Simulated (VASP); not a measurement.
# AlN (zincblende type) (F-43m) in VASP: a series of runs

AlN (zincblende type) is run at these levels: PBE, r2SCAN+D3(BJ); tasks: single point.

Program: VASP 6.6.1. These are calculated values, not measurements. Logs are shortened: lines on timing, memory, paths and dates and some standing lists are left out, and cuts for length are marked.

**1. The cell of the first run**

The structure is cubic, space group F-43m (No. 216). Conventional cell: a = 4.219 Å, b = 4.219 Å, c = 4.219 Å, α = 90.00°, β = 90.00°, γ = 90.00°. Al (site symmetry -43m) has 4 N at 1.83 Å within 2.4 Å. N (site symmetry -43m) has 4 Al at 1.83 Å within 2.4 Å.

**2. Single point, PBE (volume scaled by 0.88)**

File INCAR:

```
SYSTEM = AlN
  PREC = Accurate
  ENCUT = 520
  EDIFF = 1E-6
  ISMEAR = -1
  SIGMA = 0.08
  LREAL = .False.
  LASPH = .True.
  NELM = 60
  ALGO = Normal
  ISIF = 2
  LWAVE = .False.
  LCHARG = .True.
  GGA = PE
  LELF = .True.
  LVHAR = .True.
  NBANDS = 11
```

File KPOINTS:

```
Automatic mesh
0
Gamma
  17 17 17
  0 0 0
```

File POSCAR:

```
AlN
1.0
    0.0000000000      2.1096731219      2.1096731219
    2.1096731219      0.0000000000      2.1096731219
    2.1096731219      2.1096731219      0.0000000000
Al N
1 1
Direct
    0.0000000000      0.0000000000      0.0000000000
    0.2500000000      0.2500000000      0.2500000000
```

Potentials or basis: VASP PAW PBE potentials, release 64 (Al, N).

Command:

```console
$ cat potpaw_PBE.64/Al/POTCAR potpaw_PBE.64/N/POTCAR > POTCAR
$ mpirun -np 1 vasp_std > vasp.out
```

OUTCAR:

```text
SYSTEM = AlN
   PREC = Accurate
   ENCUT = 520
   EDIFF = 1E-6
   ISMEAR = -1
   LREAL = .False.
   LASPH = .True.
   NELM = 60
   ISIF = 2
   GGA = PE

 ion  position               nearest neighbor table
   1  0.000  0.000  0.000-   2 1.83   2 1.83   2 1.83   2 1.83
   2  0.250  0.250  0.250-   1 1.83   1 1.83   1 1.83   1 1.83

  LATTYP: Found a face centered cubic cell.
 ALAT       =     4.2193462438

  Lattice vectors:

 A1 = (   0.0000000000,   2.1096731219,   2.1096731219)
 A2 = (   2.1096731219,   0.0000000000,   2.1096731219)
 A3 = (   2.1096731219,   2.1096731219,   0.0000000000)

Analysis of symmetry for initial positions (statically):
=====================================================================
 Subroutine PRICEL returns:
 Original cell was already a primitive cell.

 Routine SETGRP: Setting up the symmetry group for a
 face centered cubic supercell.

 Subroutine GETGRP returns: Found 24 space group operations
 (whereof 24 operations were pure point group operations)
 out of a pool of 48 trial point group operations.

The static configuration has the point symmetry T_d .

Analysis of symmetry for dynamics (positions and initial velocities):
=====================================================================
 Subroutine PRICEL returns:
 Original cell was already a primitive cell.

 Routine SETGRP: Setting up the symmetry group for a
 face centered cubic supercell.

 Subroutine GETGRP returns: Found 24 space group operations
 (whereof 24 operations were pure point group operations)
 out of a pool of 48 trial point group operations.

The dynamic configuration has the point symmetry T_d .

 Subroutine INISYM returns: Found 24 space group operations
 (whereof 24 operations are pure point group operations),
 and found     1 'primitive' translations

----------------------------------------------------------------------------------------

                                     Primitive cell

  volume of cell :      18.7791

  direct lattice vectors                    reciprocal lattice vectors
     0.000000000  2.109673122  2.109673122    -0.237003541  0.237003541  0.237003541
     2.109673122  0.000000000  2.109673122     0.237003541 -0.237003541  0.237003541
     2.109673122  2.109673122  0.000000000     0.237003541  0.237003541 -0.237003541

  length of vectors
     2.983528341  2.983528341  2.983528341     0.410502174  0.410502174  0.410502174

  position of ions in fractional coordinates (direct lattice)
     0.000000000  0.000000000  0.000000000
     0.250000000  0.250000000  0.250000000

  ion indices of the primitive-cell ions
   primitive index   ion index
                 1           1
                 2           2

----------------------------------------------------------------------------------------

 KPOINTS: Automatic mesh

Automatic generation of k-mesh.
 Grid dimensions read from file:
 generate k-points for:   17   17   17

 Generating k-lattice:

  Cartesian coordinates                     Fractional coordinates (reciprocal lattice)
    -0.013941385  0.013941385  0.013941385     0.058823529  0.000000000  0.000000000
     0.013941385 -0.013941385  0.013941385     0.000000000  0.058823529  0.000000000
     0.013941385  0.013941385 -0.013941385     0.000000000  0.000000000  0.058823529

  Length of vectors
     0.024147187  0.024147187  0.024147187

  Shift w.r.t. Gamma in fractional coordinates (k-lattice)
     0.000000000  0.000000000  0.000000000

 Subroutine IBZKPT returns following result:
 ===========================================

 Found    165 irreducible k-points:

 Following reciprocal coordinates:
            Coordinates               Weight
  0.000000  0.000000  0.000000      1.000000
  0.058824  0.000000  0.000000      8.000000
  0.117647  0.000000  0.000000      8.000000
  0.176471  0.000000  0.000000      8.000000
  0.235294  0.000000  0.000000      8.000000
  0.294118  0.000000  0.000000      8.000000
[... 16 lines left out ...]
 -0.176471  0.058824  0.000000     24.000000
 -0.117647  0.058824  0.000000     24.000000
 [... further k-points ...]
   k-points           NKPTS =    165   k-points in BZ     NKDIM =    165   number of bands    NBANDS=     11
   number of dos      NEDOS =    301   number of ions     NIONS =      2
   total plane-waves  NPLWV =  13824
   dimension x,y,z NGX =    24 NGY =   24 NGZ =   24
   dimension x,y,z NGXF=    48 NGYF=   48 NGZF=   48
   ions per type =               1   1
   NGX,Y,Z   is equivalent  to a cutoff of  13.37, 13.37, 13.37 a.u.
   NGXF,Y,Z  is equivalent  to a cutoff of  26.75, 26.75, 26.75 a.u.
 SYSTEM =  AlN
   PREC   = accura    normal or accurate (medium, high low for compatibility)
   ISTART =      0    job   : 0-new  1-cont  2-samecut
   ICHARG =      2    charge: 1-file 2-atom 10-const
   ISPIN  =      1    spin polarized calculation?
   LNONCOLLINEAR =      F non collinear calculations
   LSORBIT =      F    spin-orbit coupling
   LASPH  =      T    aspherical Exc in radial PAW
   ENCUT  =  520.0 eV  38.22 Ry    6.18 a.u.   5.55  5.55  5.55*2*pi/ulx,y,z
   NELM   =     60;   NELMIN=  2; NELMDL= -5     # of ELM steps
   EDIFF  = 0.1E-05   stopping-criterion for ELM
   LREAL  =      F    real-space projection
   EDIFFG = 0.1E-04   stopping-criterion for IOM
   NSW    =      0    number of steps for IOM
   IBRION =     -1    ionic relax: 0-MD 1-quasi-New 2-CG
   NFREE  =      0    steps in history (QN), initial steepest desc. (CG)
   ISIF   =      2    stress and relaxation
   ISYM   =      2    0-nonsym 1-usesym 2-fastsym
   POTIM  = 0.5000    time-step for ionic-motion
   TEBEG  =    0.0;   TEEND  =   0.0 temperature during run
   PSTRESS=    0.0 pullay stress
   NELECT =       8.0000    total number of electrons
   NUPDOWN=      -1.0000    fix difference up-down
   EMIN   =  10.00;   EMAX   =-10.00  energy-range for DOS
   EFERMI =   0.00;   METHOD = LEGACY
   ISMEAR =    -1;   SIGMA  =   0.08  broadening in eV -4-tet -1-fermi 0-gaus
   EFERMI_NEDOS =   21; number of points for ismear=-14 and -15
   IALGO  =     38    algorithm
   IMIX   =      4    mixing-type and parameters
     AMIX     =   0.40;   BMIX     =  1.00
     AMIX_MAG =   1.60;   BMIX_MAG =  1.00
  volume/ion in A,a.u.               =       9.39        63.36
  Fermi-wavevector in a.u.,A,eV,Ry     =   1.231817  2.327797 20.645127  1.517374
  Thomas-Fermi vector in A             =   2.366612
   LORBIT       =      0    0 simple, 1 ext, 2 COOP (PROOUT), +10 PAW based schemes
   GGA     = PE    functional components
   LHFCALC =     F    Hartree Fock is set to
   AEXX    =    0.0000 exact exchange contribution
   IVDW    =     0    specifies the selected vdW correction
   LEPSILON=     F    determine dielectric tensor
   LRPA    =     F    only Hartree local field effects (RPA)
 non-spin polarized calculation
  energy-cutoff  :      520.00
  volume of cell :       18.78
 maximum number of plane-waves:       531
   NGX = 11   NGY = 11   NGZ = 11

 number of electron       8.0000000 magnetization

 Free energy of the ion-electron system (eV)
  ---------------------------------------------------
  ext. energy  EPLUGINS =         0.00000000
  ---------------------------------------------------
  free energy    TOTEN  =       -14.62189942 eV

  energy without entropy =      -14.62189942  energy(sigma->0) =      -14.62189942

 E-fermi :   8.6987     XC(G=0): -11.3954

 val. band max:        6.9948065154   @ k =  -0.0588   0.0588   0.0000
 cond. band min:      10.4147378056   @ k =   0.4706   0.4706   0.0000
 fundamental gap:      3.4199312902
 Fermi energy:         8.6986666435

 k-point     1 :       0.0000    0.0000    0.0000
  band No.  band energies     occupation
      1      -8.6139      2.00000
      2       6.9931      2.00000
      3       6.9931      2.00000
      4       6.9931      2.00000
      5      12.1423      0.00000
      6      20.6186      0.00000
      7      20.6186      0.00000
      8      20.6186      0.00000
      9      25.5334      0.00000
     10      25.5334      0.00000
     11      27.1561      0.00000

 k-point     2 :       0.0588    0.0000    0.0000
  band No.  band energies     occupation
      1      -8.5564      2.00000
      2       6.6848      2.00000
      3       6.9745      2.00000
      4       6.9745      2.00000
      5      12.3884      0.00000
      6      20.4718      0.00000
      7      20.6805      0.00000
      8      20.6805      0.00000
      9      24.8335      0.00000
     10      24.8335      0.00000
     11      26.7741      0.00000

 k-point     3 :       0.1176    0.0000    0.0000
  band No.  band energies     occupation
      1      -8.3864      2.00000
      2       5.9115      2.00000
      3       6.9220      2.00000
      4       6.9220      2.00000
      5      12.9704      0.00000
      6      20.0894      0.00000
      7      20.7920      0.00000
      8      20.7920      0.00000
      9      23.9801      0.00000
     10      23.9801      0.00000
     11      26.1338      0.00000

 k-point     4 :       0.1765    0.0000    0.0000
  band No.  band energies     occupation
      1      -8.1123      2.00000
      2       4.9115      2.00000
      3       6.8451      2.00000
      4       6.8451      2.00000
      5      13.6392      0.00000
      6      19.5882      0.00000
      7      20.7159      0.00000
      8      20.7159      0.00000
      9      23.6532      0.00000
     10      23.6532      0.00000
     11      25.6264      0.00000
[... 239 lines left out ...]
 k-point    22 :      -0.2353    0.0588    0.0000
  band No.  band energies     occupation
      1      -7.5692      2.00000
      2       3.4868      2.00000
      3       6.4319      2.00000
      4       6.8261      2.00000
      5      14.5209      0.00000
      6      18.7847      0.00000
      7      20.0290      0.00000
      8      20.1304      0.00000
      9      23.4229      0.00000
     10      25.0441      0.00000
     11      26.0938      0.00000

 k-point    23 :      -0.1765    0.0588    0.0000
  band No.  band energies     occupation
      1      -7.9529      2.00000
      2       4.5225      2.00000
      3       6.5474      2.00000
      4       6.9129      2.00000
      5      13.9715      0.00000
      6      19.3852      0.00000
      7      20.3646      0.00000
      8      20.6744      0.00000
      9      22.7799      0.00000
     10      24.4527      0.00000
     11      26.2880      0.00000

 k-point    24 :      -0.1176    0.0588    0.0000
  band No.  band energies     occupation
      1      -8.2567      2.00000
      2       5.5054      2.00000
      3       6.6814      2.00000
      4       6.9727      2.00000
      5      13.3363      0.00000
      6      19.8810      0.00000
      7      20.6635      0.00000
      8      20.8932      0.00000
      9      22.8707      0.00000
     10      24.2739      0.00000
     11      26.8081      0.00000

 [... further k-points ...]

------------------------ aborting loop because EDIFF is reached ----------------------------------------

  FORCE on cell =-STRESS in cart. coord.  units (eV):
  Direction    XX          YY          ZZ          XY          YZ          ZX
  --------------------------------------------------------------------------------------
  -------------------------------------------------------------------------------------
  Total        3.6836842      3.6836842      3.6836842      0.0000000      0.0000000      0.0000000
  in kB      314.2805273    314.2805273    314.2805273      0.0000000      0.0000000      0.0000000
  external PRESSURE =     314.2805273 kB  Pullay stress =       0.0000000 kB

 VOLUME and BASIS-vectors are now :
 -----------------------------------------------------------------------------
  energy-cutoff  :      520.00
  volume of cell :       18.78
      direct lattice vectors                 reciprocal lattice vectors
     0.000000000  2.109673122  2.109673122    -0.237003541  0.237003541  0.237003541
     2.109673122  0.000000000  2.109673122     0.237003541 -0.237003541  0.237003541
     2.109673122  2.109673122  0.000000000     0.237003541  0.237003541 -0.237003541

 POSITION                                       TOTAL-FORCE (eV/Angst)
 -----------------------------------------------------------------------------------
      0.00000      0.00000      0.00000         0.000000     -0.000000     -0.000000
      1.05484      1.05484      1.05484        -0.000000      0.000000      0.000000
 -----------------------------------------------------------------------------------
    total drift:                                0.000000      0.000000      0.000000

  FREE ENERGIE OF THE ION-ELECTRON SYSTEM (eV)
  ---------------------------------------------------
  free  energy   TOTEN  =       -14.6218994204 eV

  energy  without entropy=      -14.6218994203  energy(sigma->0) =      -14.62189942
```

Wall time 15 s (1 thread of Intel Xeon Platinum 8488C (Sapphire Rapids), shared host); peak memory 0.15 GiB.

Results:

| Property | Result |
| --- | --- |
| Free energy | -14.6219 eV |
| Pressure | 31.4 GPa |
| Band gap on the k mesh | 3.42 eV, indirect (least direct gap 5.15 eV) |

Caveat: the cell differs from its parent crystal (volume scaled by 0.88).

**3. Single point, PBE (volume scaled by 0.94)**

File INCAR:

```
SYSTEM = AlN
PREC     = Accurate       ! precision mode
ENCUT    = 520            ! plane-wave cutoff, eV
EDIFF    = 1E-6           ! SCF threshold, eV
ISMEAR   = -1             ! smearing method
SIGMA    = 0.08           ! smearing width, eV
LREAL    = .False.        ! projectors in reciprocal space
LASPH    = .True.         ! aspherical terms in the spheres
NELM     = 80             ! most SCF steps
ALGO     = Normal         ! electronic algorithm
ISIF     = 2              ! what is computed and relaxed
LWAVE    = .False.        ! write WAVECAR
LCHARG   = .False.        ! write CHGCAR
GGA      = PE             ! functional
NBANDS   = 11             ! bands
```

KPOINTS is that of step 2.

File POSCAR:

```
AlN
1.0
    0.0000000000      2.1565700208      2.1565700208
    2.1565700208      0.0000000000      2.1565700208
    2.1565700208      2.1565700208      0.0000000000
Al N
1 1
Direct
    0.0000000000      0.0000000000      0.0000000000
    0.2500000000      0.2500000000      0.2500000000
```

Potentials or basis: VASP PAW PBE potentials, release 64 (Al, N).

Command:

```console
$ cat potpaw_PBE.64/Al/POTCAR potpaw_PBE.64/N/POTCAR > POTCAR
$ mpirun -np 1 vasp_std > vasp.out
```

Run time: 14 s. Hardware: 1 thread of Intel Xeon Platinum 8488C (Sapphire Rapids), shared host; peak memory 0.16 GiB.

The run converged. Its results:

| Quantity | Value |
| --- | --- |
| Free energy | -14.7975 eV |
| Pressure | 13.2 GPa |
| Band gap on the k mesh | 3.39 eV, indirect (least direct gap 4.54 eV) |

Levels at points of the mesh, in eV from the valence-band top:
| k point | band 1 | band 2 | band 3 | band 4 | band 5 | band 6 | band 7 | band 8 | band 9 |
| --- | --- | --- | --- | --- | --- | --- | --- | --- | --- |
| (0.00, 0.00, 0.00) | -15.20 | 0.00 | 0.00 | 0.00 | 4.54 | 12.94 | 12.94 | 12.94 | 18.00 |

Caveat: the cell differs from its parent crystal (volume scaled by 0.94).

**4. Single point, PBE**

This run uses another cell than the first one, of 10.67 Å³/atom, 1.136 times its volume.

File INCAR:

```
ALGO = Normal ; EDIFF = 1E-6
ENCUT = 520 ; GGA = PE
ISIF = 2 ; ISMEAR = -1
LASPH = T ; LCHARG = F
LREAL = F ; LWAVE = F
NBANDS = 11 ; NELM = 60
PREC = Accurate ; SIGMA = 0.08
```

File KPOINTS:

```
k-points
0
Gamma
  17 17 17
```

File POSCAR:

```
AlN
1.0
    0.0000000000      2.2015114359      2.2015114359
    2.2015114359      0.0000000000      2.2015114359
    2.2015114359      2.2015114359      0.0000000000
Al N
1 1
Direct
    0.0000000000      0.0000000000      0.0000000000
    0.2500000000      0.2500000000      0.2500000000
```

Command:

```console
$ cat potpaw_PBE.64/Al/POTCAR potpaw_PBE.64/N/POTCAR > POTCAR
$ mpirun -np 1 vasp_std > vasp.out
```

Run time: 14 s. Hardware: 1 thread of Intel Xeon Platinum 8488C (Sapphire Rapids), shared host; peak memory 0.16 GiB.

The run converged. Its results:

```
Free energy            : -14.8474 eV
Pressure               : -0.3 GPa
Band gap on the k mesh : 3.36 eV, indirect (least direct gap 3.99 eV)
```

Levels at points of the mesh, in eV from the valence-band top:
```tsv
k point	band 2	band 3	band 4	band 5	band 6	band 7
(0.00, 0.00, 0.00)	0.00	0.00	0.00	3.99	12.32	12.32
```

**5. Single point, r2SCAN+D3(BJ)**

This run uses another cell than the first one, of 8.54 Å³/atom, 0.909 times its volume.

File POSCAR:

```
AlN
1.0
    0.0000000000      2.0437021796      2.0437021796
    2.0437021796      0.0000000000      2.0437021796
    2.0437021796      2.0437021796      0.0000000000
Al N
1 1
Direct
    0.0000000000      0.0000000000      0.0000000000
    0.2500000000      0.2500000000      0.2500000000
```

File INCAR.step1:

```
PREC = Accurate ; ENCUT = 520
ISMEAR = -1 ; SIGMA = 0.08
LREAL = F ; LASPH = T
NELM = 80 ; NBANDS = 11
GGA = PE ; ALGO = Normal
EDIFF = 1E-4 ; LWAVE = T
LCHARG = F
```

File INCAR.step2:

```
PREC = Accurate ; ENCUT = 520
EDIFF = 1E-7 ; ISMEAR = -1
SIGMA = 0.08 ; LREAL = F
LASPH = T ; NELM = 80
ALGO = Normal ; ISIF = 2
LWAVE = F ; LCHARG = T
METAGGA = R2SCAN ; LMIXTAU = T
IVDW = 12 ; VDW_S6 = 1.0
VDW_S8 = 0.78981345 ; VDW_A1 = 0.49484001
VDW_A2 = 5.73083694 ; LELF = T
LVHAR = T ; NBANDS = 11
ISTART = 1
```

File KPOINTS:

```
regular mesh
0
Gamma
  17 17 17
```

Command:

```console
$ cat potpaw_PBE.64/Al/POTCAR potpaw_PBE.64/N/POTCAR > POTCAR
$ cp INCAR.step1 INCAR
$ mpirun -np 1 vasp_std > vasp.out
$ cp INCAR.step2 INCAR
$ mpirun -np 1 vasp_std > vasp.out
```

It took 72 s on 1 thread of Intel Xeon Platinum 8488C (Sapphire Rapids), shared host; peak memory 0.17 GiB.

The run converged. Its results:

```yaml
Free_energy: -18.8684 eV
Pressure: 59.0 GPa
Band_gap_on_the_k_mesh: 4.12 eV, indirect (least direct gap 6.11 eV)
Dispersion_energy_per_atom: -0.155 eV
```

Levels at points of the mesh, in eV from the valence-band top:
| k point | band 2 | band 3 | band 4 | band 5 | band 6 | band 7 |
| --- | --- | --- | --- | --- | --- | --- |
| (0.00, 0.00, 0.00) | -0.01 | -0.01 | -0.01 | 6.88 | 15.70 | 15.70 |

Caveat: three body term missing; the PAW data sets were made with another functional, which shifts forces and pressure a little. A k mesh can miss the band edges.

**6. Overview**

| level | cell | gap on the mesh (eV) | pressure (GPa) |
| --- | --- | --- | --- |
| PBE | a = 2.984 Å, angles 60.0°, 2 atoms | 3.42 | 31.4 |
| PBE | a = 3.050 Å, angles 60.0°, 2 atoms | 3.39 | 13.2 |
| PBE | a = 3.113 Å, angles 60.0°, 2 atoms | 3.36 | -0.3 |
| r2SCAN+D3(BJ) | a = 2.890 Å, angles 60.0°, 2 atoms | 4.12 | 59.0 |

Alike in all rows: task single point; potentials or basis VASP PAW PBE potentials, release 64 (Al, N); no spin polarisation; k mesh 17 × 17 × 17; cutoff (eV) 520; smearing fermi-dirac 0.08 eV.

Caveats: three body term missing (some runs); the PAW data sets were made with another functional, which shifts forces and pressure a little (some runs).

Absolute energies hang on the potentials; compare differences alone.
